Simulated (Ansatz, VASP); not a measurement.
**NaCl: VASP beside Ansatz**

```
CELL_PARAMETERS angstrom
0.00008 -3.84638 -0.04669
-7.71024 0.00009 0.01443
0.02392 -0.14977 -12.51512
ATOMIC_POSITIONS crystal
Na 0.49282 0.75062 0.74637
Na 0.50746 0.74921 0.25293
Na 0.49258 0.25055 0.74673
Na 0.50688 0.24941 0.25356
Cl 0.99311 0.00059 0.74531
Cl 0.00748 0.99957 0.25071
Cl 0.99254 0.50062 0.74839
Cl 0.00713 0.49944 0.25599
```

Change from the starting cell: cell x4, atoms moved at random (sigma 0.1 Å) and cell strained at random (1.5 %), then relaxed without symmetry.

Alike in both runs: functional PBE; k mesh 4 × 2 × 1; occupations gaussian, width 0.1 eV; no spin polarisation.

Ansatz relaxed the structure, and its values are those at the end. VASP's run is a single point on that final structure, the one shown.

|  | VASP | Ansatz |
| --- | --- | --- |
| version | VASP 6.6.1 | Ansatz 0.2.0 |
| potentials or method | VASP PAW PBE potentials, release 64 (Na_pv, Cl), cutoff 520 eV | scalar-relativistic, plane waves, PAW |
| valence electrons in the cell | 56 | 64 |

```tsv
	VASP	Ansatz	Ansatz less VASP
gap on the k mesh at the Fermi level (eV)	4.57	4.57	0.000
least direct gap on the mesh (eV)	4.58	4.58	+0.004
pressure (GPa)	0.0	0.0	+0.01
```

The functional is the same, so the differences come from potentials, cutoffs and numerics. VASP's potentials hold 56 valence electrons a cell and Ansatz's 64, so a difference there can come from the potentials and not from the codes.

The k mesh is coarse, so the values compare programs but aren't converged.
